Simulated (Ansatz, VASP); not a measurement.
**LiCl in VASP and in Ansatz**

```
Li Cl
1.0
     0.00000    2.54212    2.54212
     2.54212    0.00000    2.54212
     2.54212    2.54212    0.00000
Li Cl
1 1
Direct
  0.00000 0.00000 0.00000
  0.50000 0.50000 0.50000
```

Alike in both runs: task single point; functional BLYP; k mesh 8 × 8 × 8; occupations gaussian, width 0.1 eV; no spin polarisation.

|  | VASP | Ansatz |
| --- | --- | --- |
| version | VASP 6.6.1 | Ansatz 0.2.0 |
| potentials or method | VASP PAW PBE potentials, release 64 (Li_sv, Cl), cutoff 520 eV | scalar-relativistic, plane waves, PAW |
| valence electrons in the cell | 10 | 10 |

|  | VASP | Ansatz | Ansatz less VASP |
| --- | --- | --- | --- |
| gap on the k mesh at the Fermi level (eV) | 6.66 | 6.63 | -0.033 |
| least direct gap on the mesh (eV) | 6.66 | 6.63 | -0.033 |

VASP's potentials were made for PBE, not for BLYP.

Noted on VASP's run: the cutoff is short for stress, so the pressure is rough.
